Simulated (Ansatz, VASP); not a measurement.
**Ca: VASP beside Ansatz**

Contents of INCAR:

```
SYSTEM = Ca
  PREC = Accurate
  ENCUT = 520
  EDIFF = 1E-6
  ISMEAR = 0
  SIGMA = 0.15
  LREAL = .FALSE.
  LASPH = .TRUE.
  NELM = 60
  ALGO = Fast
  ISIF = 2
  LWAVE = .FALSE.
  LCHARG = .FALSE.
  GGA = PS
  NBANDS = 17
```

Contents of KPOINTS:

```
regular mesh
0
G
  12 12 8
  0 0 0
```

POSCAR

```
Ca
1.0
    4.2983994823      0.0000000000      0.0000000000
   -2.1491997411      3.7225231472      0.0000000000
    0.0000000000      0.0000000000      6.5200000000
Ca
2
Direct
    0.3333333333      0.6666666667      0.2500000000
    0.6666666667      0.3333333333      0.7500000000
```

Input for Ansatz:

```yaml
crystal:
  lattice:
    - [4.2983994823, 0.0, 0.0]
    - [-2.1491997411, 3.7225231472, 0.0]
    - [0.0, 0.0, 6.52]
  atoms:
    - { symbol: Ca, position: [0.3333333333, 0.6666666667, 0.25] }
    - { symbol: Ca, position: [0.6666666667, 0.3333333333, 0.75] }
basis:
  ecutwfc: 420
kpoints:
  mp_grid: { grid: [12, 12, 8] }
hamiltonian:
  xc: pbesol
scf:
  occupations: { method: gaussian, width: 0.15 }
output:
  forces: true
  stress: true
  eigenvalues: true
```

Change from the starting cell: strain +0.080 along x and y, +0.000 along z, atoms carried along.

Alike in both runs: task single point; functional PBEsol; k mesh 12 × 12 × 8; occupations gaussian, width 0.15 eV; no spin polarisation.

|  | VASP | Ansatz |
| --- | --- | --- |
| version | VASP 6.6.1 | Ansatz 0.2.0 |
| potentials or method | VASP PAW PBE potentials, release 64 (Ca_sv), cutoff 520 eV | scalar-relativistic, plane waves, PAW |
| valence electrons in the cell | 20 | 20 |

|  | VASP | Ansatz | Ansatz less VASP |
| --- | --- | --- | --- |
| gap on the k mesh at the Fermi level (eV) | none | none | - |
| pressure (GPa) | -2.8 | -2.8 | 0.00 |
| traceless stress, the component that is largest in VASP (GPa) | 0.79 | 0.78 | -0.002 |

VASP's potentials were made for PBE, not for PBEsol. A gap of «none» marks a metal or a gap that the smearing closes. The functional is the same, so the differences come from potentials, cutoffs and numerics.
